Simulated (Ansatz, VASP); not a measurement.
Os in VASP and in Ansatz

```xyz
1
Lattice="-1.5051 1.5051 1.5051 1.5051 -1.5051 1.5051 1.5051 1.5051 -1.5051" Properties=species:S:1:pos:R:3 pbc="T T T"
Os    0.0000    0.0000    0.0000
```

Change from the starting cell: volume scaled by 0.95, PAW files.

Alike in both runs: task single point; functional PBEsol; k mesh 19 × 19 × 19; occupations fermi-dirac, width 0.05 eV; no spin polarisation.

|  | VASP | Ansatz |
| --- | --- | --- |
| version | VASP 6.6.1 | Ansatz 0.2.0 |
| potentials or method | VASP PAW PBE potentials, release 64 (Os) | PAW with Ansatz's default frozen-core files, scalar-relativistic |
| plane-wave cutoff (eV) | 520 | 420 |
| valence electrons in the cell | 8 | 16 |

Ansatz gave:

- pressure (GPa): 22.2

Q: Estimate VASP's values.

A: Pressure (GPa): 23.6.

VASP's potentials were made for PBE, not for PBEsol. The functional is the same, so the differences come from potentials, cutoffs and numerics. VASP's potentials hold 8 valence electrons a cell and Ansatz's 16, so a difference there can come from the potentials and not from the codes.

Spin-orbit coupling is off throughout.
